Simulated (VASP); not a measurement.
# Ir (P6_3/mmc) in VASP: a series of runs

The runs below take Ir through single point, relaxation of cell and atoms, with BLYP.

Program: VASP 6.6.1. These are calculated values, not measurements. Logs are shortened: lines on timing, memory, paths and dates and some standing lists are left out, and cuts for length are marked.

## (1) The cell of the first run

It takes space group P6_3/mmc (No. 194, hexagonal). Conventional cell: a = 2.869 Å, b = 2.869 Å, c = 4.647 Å, α = 90.00°, β = 90.00°, γ = 120.00°. Within 3.8 Å of Ir (site symmetry -6m2) lie 12 Ir at 2.85 to 2.87 Å.

## (2) Single point, BLYP (volume scaled by 1.08)

INCAR

```
SYSTEM = Ir
  AGGAC = 1.0
  AGGAX = 1.0
  ALDAC = 0.0
  ALDAX = 1.0
  ALGO = Normal
  EDIFF = 1E-7
  ENCUT = 520
  GGA = B5
  ISIF = 2
  ISMEAR = -1
  LASPH = .True.
  LCHARG = .False.
  LREAL = .False.
  LWAVE = .False.
  NBANDS = 16
  NELM = 80
  PREC = Accurate
  SIGMA = 0.1
```

KPOINTS

```
k-points
0
Gamma
  15 15 8
  0 0 0
```

POSCAR

```
Ir
1.0
    2.8691520453      0.0000000000      0.0000000000
   -1.4345760227      2.4847585586      0.0000000000
    0.0000000000      0.0000000000      4.6472557607
Ir
2
Direct
    0.3333333333      0.6666666667      0.2500000000
    0.6666666667      0.3333333333      0.7500000000
```

Potentials or basis: VASP PAW PBE potentials, release 64 (Ir).

Run with:

```sh
cat potpaw_PBE.64/Ir/POTCAR > POTCAR
mpirun -np 1 vasp_std > vasp.out
```

OUTCAR:

```text
SYSTEM = Ir
   EDIFF = 1E-7
   ENCUT = 520
   GGA = B5
   ISIF = 2
   ISMEAR = -1
   LASPH = .True.
   LREAL = .False.
   NELM = 80
   PREC = Accurate

 ion  position               nearest neighbor table
   1  0.333  0.667  0.250-   2 2.85   2 2.85   2 2.85   2 2.85   2 2.85   2 2.85
   2  0.667  0.333  0.750-   1 2.85   1 2.85   1 2.85   1 2.85   1 2.85   1 2.85

  LATTYP: Found a hexagonal cell.
 ALAT       =     2.8691520453
 C/A-ratio  =     1.6197314354

  Lattice vectors:

 A1 = (   2.8691520453,   0.0000000000,   0.0000000000)
 A2 = (  -1.4345760227,   2.4847585586,   0.0000000000)
 A3 = (   0.0000000000,   0.0000000000,   4.6472557607)

Analysis of symmetry for initial positions (statically):
=====================================================================
 Subroutine PRICEL returns:
 Original cell was already a primitive cell.

 Routine SETGRP: Setting up the symmetry group for a
 hexagonal supercell.

 Subroutine GETGRP returns: Found 24 space group operations
 (whereof 12 operations were pure point group operations)
 out of a pool of 24 trial point group operations.

The static configuration has the point symmetry D_3d.
 The point group associated with its full space group is D_6h.

Analysis of symmetry for dynamics (positions and initial velocities):
=====================================================================
 Subroutine PRICEL returns:
 Original cell was already a primitive cell.

 Routine SETGRP: Setting up the symmetry group for a
 hexagonal supercell.

 Subroutine GETGRP returns: Found 24 space group operations
 (whereof 12 operations were pure point group operations)
 out of a pool of 24 trial point group operations.

The dynamic configuration has the point symmetry D_3d.
 The point group associated with its full space group is D_6h.

 Subroutine INISYM returns: Found 24 space group operations
 (whereof 12 operations are pure point group operations),
 and found     1 'primitive' translations

----------------------------------------------------------------------------------------

                                     Primitive cell

  volume of cell :      33.1310

  direct lattice vectors                    reciprocal lattice vectors
     2.869152045  0.000000000  0.000000000     0.348535032  0.201226795  0.000000000
    -1.434576023  2.484758559  0.000000000     0.000000000  0.402453589  0.000000000
[... 78 lines left out ...]
   ICHARG =      2    charge: 1-file 2-atom 10-const
   ISPIN  =      1    spin polarized calculation?
   LNONCOLLINEAR =      F non collinear calculations
   LSORBIT =      F    spin-orbit coupling
   LASPH  =      T    aspherical Exc in radial PAW
   ENCUT  =  520.0 eV  38.22 Ry    6.18 a.u.   5.33  5.33  8.64*2*pi/ulx,y,z
   NELM   =     80;   NELMIN=  2; NELMDL= -5     # of ELM steps
   EDIFF  = 0.1E-06   stopping-criterion for ELM
   LREAL  =      F    real-space projection
   EDIFFG = 0.1E-05   stopping-criterion for IOM
   NSW    =      0    number of steps for IOM
   IBRION =     -1    ionic relax: 0-MD 1-quasi-New 2-CG
   NFREE  =      0    steps in history (QN), initial steepest desc. (CG)
   ISIF   =      2    stress and relaxation
   ISYM   =      2    0-nonsym 1-usesym 2-fastsym
   POTIM  = 0.5000    time-step for ionic-motion
   TEBEG  =    0.0;   TEEND  =   0.0 temperature during run
   PSTRESS=    0.0 pullay stress
   NELECT =      18.0000    total number of electrons
   NUPDOWN=      -1.0000    fix difference up-down
   EMIN   =  10.00;   EMAX   =-10.00  energy-range for DOS
   EFERMI =   0.00;   METHOD = LEGACY
   ISMEAR =    -1;   SIGMA  =   0.10  broadening in eV -4-tet -1-fermi 0-gaus
   EFERMI_NEDOS =   21; number of points for ismear=-14 and -15
   IALGO  =     38    algorithm
   IMIX   =      4    mixing-type and parameters
     AMIX     =   0.40;   BMIX     =  1.00
     AMIX_MAG =   1.60;   BMIX_MAG =  1.00
  volume/ion in A,a.u.               =      16.57       111.79
  Fermi-wavevector in a.u.,A,eV,Ry     =   1.335839  2.524370 24.279143  1.784467
  Thomas-Fermi vector in A             =   2.464512
   LORBIT       =      0    0 simple, 1 ext, 2 COOP (PROOUT), +10 PAW based schemes
   GGA     = B5    functional components
   LHFCALC =     F    Hartree Fock is set to
   AEXX    =    0.0000 exact exchange contribution
   IVDW    =     0    specifies the selected vdW correction
   LEPSILON=     F    determine dielectric tensor
   LRPA    =     F    only Hartree local field effects (RPA)
 non-spin polarized calculation
  energy-cutoff  :      520.00
  volume of cell :       33.13
 maximum number of plane-waves:       917
 NGX is ok and might be reduce to    24
   NGX = 11   NGY = 11   NGZ = 17

 number of electron      17.9999997 magnetization

 Free energy of the ion-electron system (eV)
  ---------------------------------------------------
  ext. energy  EPLUGINS =         0.00000000
  ---------------------------------------------------
  free energy    TOTEN  =       -14.68336282 eV

  energy without entropy =      -14.58331169  energy(sigma->0) =      -14.63333725

 E-fermi :   8.5171     XC(G=0): -12.3721

 val. band max:        8.5124667114   @ k =   0.2667   0.2000   0.3750
 cond. band min:       8.5238838384   @ k =   0.2000   0.2000   0.1250
 fundamental gap:      0.0114171269
 Fermi energy:         8.5170511625

 k-point     1 :       0.0000    0.0000    0.0000
  band No.  band energies     occupation
      1      -0.8902      2.00000
      2       1.9674      2.00000
      3       5.4309      2.00000
      4       5.5233      2.00000
      5       5.5233      2.00000
      6       6.0209      2.00000
[... 433 lines left out ...]
      3       3.4167      2.00000
      4       5.0654      2.00000
      5       5.1194      2.00000
      6       5.5542      2.00000
[... 8 lines left out ...]
     15      19.4564      0.00000
     16      20.1342      0.00000

 [... further k-points ...]
[... 5 lines left out ...]
  --------------------------------------------------------------------------------------
  -------------------------------------------------------------------------------------
  Total       -3.3675367     -3.3675367     -3.4977412      0.0000000      0.0000000      0.0000000
  in kB     -162.8503080   -162.8503080   -169.1468552      0.0000000      0.0000000      0.0000000
  external PRESSURE =    -164.9491571 kB  Pullay stress =       0.0000000 kB

 VOLUME and BASIS-vectors are now :
 -----------------------------------------------------------------------------
  energy-cutoff  :      520.00
  volume of cell :       33.13
      direct lattice vectors                 reciprocal lattice vectors
     2.869152045  0.000000000  0.000000000     0.348535032  0.201226795  0.000000000
    -1.434576023  2.484758559  0.000000000     0.000000000  0.402453589  0.000000000
     0.000000000  0.000000000  4.647255761     0.000000000  0.000000000  0.215180754

 POSITION                                       TOTAL-FORCE (eV/Angst)
 -----------------------------------------------------------------------------------
     -0.00000      1.65651      1.16181        -0.000000     -0.000000      0.000000
      1.43458      0.82825      3.48544         0.000000      0.000000      0.000000
 -----------------------------------------------------------------------------------
    total drift:                               -0.000000      0.000000     -0.000000

  FREE ENERGIE OF THE ION-ELECTRON SYSTEM (eV)
  ---------------------------------------------------
  free  energy   TOTEN  =       -14.6833628173 eV

  energy  without entropy=      -14.5833116882  energy(sigma->0) =      -14.63333725
```

OSZICAR:

```text
N       E                     dE             d eps       ncg     rms          rms(c)
DAV:   1     0.140543517721E+03    0.14054E+03   -0.83511E+03  4320   0.110E+03
DAV:   2    -0.117705530665E+02   -0.15231E+03   -0.13635E+03  4320   0.298E+02
DAV:   3    -0.157531610996E+02   -0.39826E+01   -0.39096E+01  5952   0.559E+01
DAV:   4    -0.157971127898E+02   -0.43952E-01   -0.43937E-01  4824   0.517E+00
DAV:   5    -0.157983525116E+02   -0.12397E-02   -0.12397E-02  6064   0.896E-01    0.146E+01
DAV:   6    -0.147974340164E+02    0.10009E+01   -0.16007E+00  5216   0.157E+01    0.506E+00
DAV:   7    -0.146915518879E+02    0.10588E+00   -0.26540E-01  5784   0.588E+00    0.181E+00
DAV:   8    -0.146870485131E+02    0.45034E-02   -0.33304E-03  4944   0.452E-01    0.119E+00
DAV:   9    -0.146833464608E+02    0.37021E-02   -0.31296E-03  4976   0.671E-01    0.362E-02
DAV:  10    -0.146833539219E+02   -0.74611E-05   -0.28378E-05  6920   0.459E-02    0.134E-02
DAV:  11    -0.146833626708E+02   -0.87489E-05   -0.66177E-06  5024   0.237E-02    0.273E-03
DAV:  12    -0.146833630756E+02   -0.40476E-06   -0.74696E-08  4704   0.307E-03    0.188E-03
DAV:  13    -0.146833628416E+02    0.23396E-06   -0.29312E-08  3192   0.202E-03    0.488E-04
DAV:  14    -0.146833628173E+02    0.24281E-07   -0.36186E-09  2808   0.771E-04
   1 F= -.14683363E+02 E0= -.14633337E+02  d E =-.100051E+00
```

stdout:

```text
POSCAR found type information on POSCAR Ir
 POSCAR found :  1 types and       2 ions
 scaLAPACK will be used
 -----------------------------------------------------------------------------
|                                                                             |
|                                                                             |
|     You enforced a specific xc type in the INCAR file but a different       |
|     I HOPE YOU KNOW WHAT YOU ARE DOING!                                     |
|                                                                             |
 -----------------------------------------------------------------------------

 LDA part: xc-table for (Slater(with rela. corr.)+VWN5), standard interpolation
 POSCAR, INCAR and KPOINTS ok, starting setup
 FFT: planning ... GRIDC
 FFT: planning ... GRID_SOFT
 FFT: planning ... GRID
 WAVECAR not read
 entering main loop
```

Run time: 3.3 min. Hardware: 1 thread of AMD EPYC 7R13, shared host; peak memory 0.17 GiB.

What came out:

```yaml
Free_energy: -14.6834 eV
Pressure: -16.5 GPa
Band_gap_on_the_k_mesh: zero (band 9 reaches 9.23 eV, above the bottom of band 10 at 6.82 eV)
```

Levels at points of the mesh, in eV from the Fermi level:
```tsv
k point	band 7	band 8	band 9	band 10	band 11	band 12
(0.00, 0.00, 0.00)	-2.50	-1.88	-1.88	-0.04	0.22	0.22
(0.00, 0.00, 0.50)	-3.10	-3.10	-0.40	-0.40	-0.40	-0.40
```

Caveat: the cell differs from its parent crystal (volume scaled by 1.08); the PAW data sets were made with another functional, which shifts forces and pressure a little; spin-orbit coupling is left out, which moves the levels of the heavy elements.

## (3) Single point, BLYP (volume scaled by 1.12)

INCAR

```
SYSTEM = Ir
PREC = Accurate
ENCUT = 520
EDIFF = 1E-7
ISMEAR = -1
SIGMA = 0.1
LREAL = .FALSE.
LASPH = .TRUE.
NELM = 80
ALGO = Normal
ISIF = 2
LWAVE = .FALSE.
LCHARG = .TRUE.
GGA = B5
ALDAX = 1.0
AGGAX = 1.0
AGGAC = 1.0
ALDAC = 0.0
LELF = .TRUE.
LVHAR = .TRUE.
NBANDS = 16
```

KPOINTS

```
regular mesh
0
G
  15 15 8
  0 0 0
```

POSCAR

```
Ir
1.0
    2.9041451532      0.0000000000      0.0000000000
   -1.4520725766      2.5150634789      0.0000000000
    0.0000000000      0.0000000000      4.7039351974
Ir
2
Direct
    0.3333333333      0.6666666667      0.2500000000
    0.6666666667      0.3333333333      0.7500000000
```

Potentials or basis: VASP PAW PBE potentials, release 64 (Ir).

Run with:

```sh
cat potpaw_PBE.64/Ir/POTCAR > POTCAR
mpirun -np 1 vasp_std > vasp.out
```

Run time: 3.4 min. Hardware: 1 thread of AMD EPYC 7R13, shared host; peak memory 0.17 GiB.

It converged, with:

| Quantity | Value |
| --- | --- |
| Free energy | -14.5323 eV |
| Pressure | -22.8 GPa |
| Band gap on the k mesh | zero (band 9 reaches 8.64 eV, above the bottom of band 10 at 6.38 eV) |

Stress tensor (GPa, compression positive):
```
-22.52   0.00   0.00
  0.00 -22.52   0.00
  0.00   0.00 -23.33
```

Levels at points of the mesh, in eV from the Fermi level:
| k point | band 7 | band 8 | band 9 | band 10 | band 11 | band 12 |
| --- | --- | --- | --- | --- | --- | --- |
| (0.00, 0.00, 0.00) | -2.35 | -1.78 | -1.78 | 0.07 | 0.20 | 0.20 |
| (0.00, 0.00, 0.50) | -2.92 | -2.92 | -0.38 | -0.38 | -0.38 | -0.38 |

Caveat: the cell differs from its parent crystal (volume scaled by 1.12); the PAW data sets were made with another functional, which shifts forces and pressure a little; spin-orbit coupling is left out, which moves the levels of the heavy elements.

## (4) Relaxation of cell and atoms, BLYP

This run uses another cell than the first one, of 14.15 Å³/atom, 0.854 times its volume.

INCAR

```
AGGAC = 1.0
AGGAX = 1.0
ALDAC = 0.0
ALDAX = 1.0
ALGO = Normal
EDIFF = 1E-6
EDIFFG = -0.01
ENCUT = 600
GGA = B5
IBRION = 2
ISIF = 3
ISMEAR = -1
LASPH = True
LCHARG = False
LREAL = False
LWAVE = False
NELM = 80
NSW = 80
PREC = Accurate
SIGMA = 0.1
```

KPOINTS

```
k-points
0
Gamma
  13 13 7
```

POSCAR

```
Ir
1.0
    2.7148619862      0.0000000000      0.0000000000
   -1.3574309931      2.3511394478      0.0000000000
    0.0000000000      0.0000000000      4.4333696235
Ir
2
Direct
    0.3333333333      0.6666666667      0.2500000000
    0.6666666667      0.3333333333      0.7500000000
```

Potentials or basis: VASP PAW PBE potentials, release 64 (Ir).

Run with:

```sh
cat potpaw_PBE.64/Ir/POTCAR > POTCAR
mpirun -np 1 vasp_std > vasp.out
```

OUTCAR:

```text
EDIFF = 1E-6
   EDIFFG = -0.01
   ENCUT = 600
   GGA = B5
   IBRION = 2
   ISIF = 3
   ISMEAR = -1
   LASPH = True
   LREAL = False
   NELM = 80
   NSW = 80
   PREC = Accurate

 ion  position               nearest neighbor table
   1  0.333  0.667  0.250-   2 2.71   2 2.71   2 2.71   2 2.71   2 2.71   2 2.71
   2  0.667  0.333  0.750-   1 2.71   1 2.71   1 2.71   1 2.71   1 2.71   1 2.71

  LATTYP: Found a hexagonal cell.
 ALAT       =     2.7148619862
 C/A-ratio  =     1.6330000000

  Lattice vectors:

 A1 = (   2.7148619862,   0.0000000000,   0.0000000000)
 A2 = (  -1.3574309931,   2.3511394478,   0.0000000000)
 A3 = (   0.0000000000,   0.0000000000,   4.4333696235)

Analysis of symmetry for initial positions (statically):
=====================================================================
 Subroutine PRICEL returns:
 Original cell was already a primitive cell.

 Routine SETGRP: Setting up the symmetry group for a
 hexagonal supercell.

 Subroutine GETGRP returns: Found 24 space group operations
 (whereof 12 operations were pure point group operations)
 out of a pool of 24 trial point group operations.

The static configuration has the point symmetry D_3d.
 The point group associated with its full space group is D_6h.

Analysis of symmetry for dynamics (positions and initial velocities):
=====================================================================
 Subroutine PRICEL returns:
 Original cell was already a primitive cell.

[... 153 lines left out ...]
  ext. energy  EPLUGINS =         0.00000000
  ---------------------------------------------------
  free energy    TOTEN  =       -14.55446479 eV

  energy without entropy =      -14.47030691  energy(sigma->0) =      -14.51238585

 E-fermi :  11.1264     XC(G=0): -13.2729

 val. band max:       11.1256022952   @ k =   0.3846   0.2308   0.2857
 cond. band min:      11.1307190742   @ k =   0.2308   0.2308   0.1429
 fundamental gap:      0.0051167790
 Fermi energy:        11.1263532739

 k-point     1 :       0.0000    0.0000    0.0000
  band No.  band energies     occupation
      1       0.0848      2.00000
      2       2.9801      2.00000
      3       7.0754      2.00000
      4       7.2547      2.00000
      5       7.2547      2.00000
      6       7.8901      2.00000
      7       7.8901      2.00000
      8       8.7674      2.00000
      9       8.7674      2.00000
     10      10.5566      1.99331
     11      11.3908      0.13261
     12      11.3908      0.13261
     13      18.1647      0.00000
[... 547 lines left out ...]
--------------------------------------- Ionic step        6  -------------------------------------------

 number of electron      18.0000003 magnetization

 Free energy of the ion-electron system (eV)
  ---------------------------------------------------
  ext. energy  EPLUGINS =         0.00000000
  ---------------------------------------------------
  free energy    TOTEN  =       -14.79468448 eV

  energy without entropy =      -14.69630930  energy(sigma->0) =      -14.74549689

 E-fermi :   9.6151     XC(G=0): -12.7611

 val. band max:        9.5906455353   @ k =   0.1538   0.1538   0.4286
 cond. band min:       9.6199580993   @ k =   0.3846   0.2308   0.2857
 fundamental gap:      0.0293125640
 Fermi energy:         9.6151367856

 k-point     1 :       0.0000    0.0000    0.0000
  band No.  band energies     occupation
      1      -0.4938      2.00000
      2       2.3993      2.00000
      3       6.1528      2.00000
      4       6.2511      2.00000
      5       6.2511      2.00000
      6       6.8115      2.00000
      7       6.8115      2.00000
      8       7.5017      2.00000
      9       7.5017      2.00000
     10       9.3584      1.85741
     11       9.8394      0.19198
     12       9.8394      0.19198
     13      15.9453      0.00000
[... 397 lines left out ...]
  FREE ENERGIE OF THE ION-ELECTRON SYSTEM (eV)
  ---------------------------------------------------
  free  energy   TOTEN  =       -14.7946844804 eV

  energy  without entropy=      -14.6963093000  energy(sigma->0) =      -14.74549689

 reached required accuracy - stopping structural energy minimisation
```

OSZICAR:

```text
N       E                     dE             d eps       ncg     rms          rms(c)
DAV:   1     0.172481982534E+03    0.17248E+03   -0.95663E+03  2184   0.157E+03
DAV:   2    -0.784060671227E+01   -0.18032E+03   -0.16710E+03  2244   0.393E+02
DAV:   3    -0.153863181399E+02   -0.75457E+01   -0.70577E+01  2602   0.897E+01
DAV:   4    -0.155311516306E+02   -0.14483E+00   -0.14198E+00  2384   0.116E+01
[... 47 lines left out ...]
DAV:   1    -0.147964069305E+02   -0.23150E-02   -0.13235E-01  2264   0.320E+00    0.216E-01
DAV:   2    -0.147950773214E+02    0.13296E-02   -0.19301E-03  2870   0.518E-01    0.977E-02
DAV:   3    -0.147946890918E+02    0.38823E-03   -0.60155E-04  2412   0.220E-01    0.312E-02
DAV:   4    -0.147946848411E+02    0.42507E-05   -0.45312E-05  2470   0.976E-02    0.900E-03
DAV:   5    -0.147946844804E+02    0.36065E-06   -0.11384E-06  1443   0.125E-02
   6 F= -.14794684E+02 E0= -.14745497E+02  d E =-.592644E-03
```

It took 6.7 min on 1 thread of AMD EPYC 7R13, shared host; peak memory 0.16 GiB.

Results:

```yaml
Free_energy: -14.7947 eV
Relaxed_volume: 15.46 Å³/atom
Relaxed_cell: a = 2.804 Å, b = 2.804 Å, c = 4.543 Å, α = 90.00°, β = 90.00°, γ = 120.00°
Space_group_after_relaxing_to_0.05_Å: P6_3/mmc (No. 194)
Energy_gained_by_relaxing: 120.1 meV/atom
Ionic_steps: 6
Pressure_after_relaxing: 0.0 GPa
Band_gap_on_the_k_mesh: zero (band 9 reaches 10.42 eV, above the bottom of band 10 at 7.58 eV)
```

The path:
```csv
step,energy change (eV),largest force (eV/Å),pressure (GPa),volume (Å³)
1,0.0000,0.0000,31.97,28.30
2,1.4768,0.0000,-37.68,41.51
3,-0.2355,0.0000,-3.41,31.31
4,-0.2395,0.0000,-0.54,30.99
5,-0.2396,0.0000,-0.02,30.93
6,-0.2402,0.0000,0.01,30.93
```

Final structure:
```
Ir
1.0
     2.80369    0.00000    0.00000
    -1.40185    2.42807    0.00000
     0.00000    0.00000    4.54323
Ir
2
Cartesian
  0.0000 1.6187 1.1358
  1.4018 0.8094 3.4074
```

Levels at points of the mesh, in eV from the Fermi level:
```csv
k point,band 5,band 6,band 7,band 8,band 9,band 10,band 11,band 12,band 13
"(0.00, 0.00, 0.00)",-3.36,-2.80,-2.80,-2.11,-2.11,-0.26,0.22,0.22,6.33
```

Caveat: the PAW data sets were made with another functional, which shifts forces and pressure a little; spin-orbit coupling is left out, which moves the levels of the heavy elements.

## (5) The runs side by side

| task | cell | k mesh | cutoff (eV) | gap on the mesh (eV) | pressure (GPa) |
| --- | --- | --- | --- | --- | --- |
| single point | a = 2.869, b = 2.869, c = 4.647 Å, angles 90.0, 90.0, 120.0°, 2 atoms | 15 × 15 × 8 | 520 | none | -16.5 |
| single point | a = 2.904, b = 2.904, c = 4.704 Å, angles 90.0, 90.0, 120.0°, 2 atoms | 15 × 15 × 8 | 520 | none | -22.8 |
| relaxation of cell and atoms | relaxed from a = 2.715, b = 2.715, c = 4.433 Å, angles 90.0, 90.0, 120.0°, 2 atoms | 13 × 13 × 7 | 600 | none | 0.0 |

Alike in all rows: level BLYP; potentials or basis VASP PAW PBE potentials, release 64 (Ir); no spin polarisation; smearing fermi-dirac 0.1 eV.

Caveats: the PAW data sets were made with another functional, which shifts forces and pressure a little; spin-orbit coupling is left out, which moves the levels of the heavy elements.

Absolute energies hang on the potentials; compare differences alone.
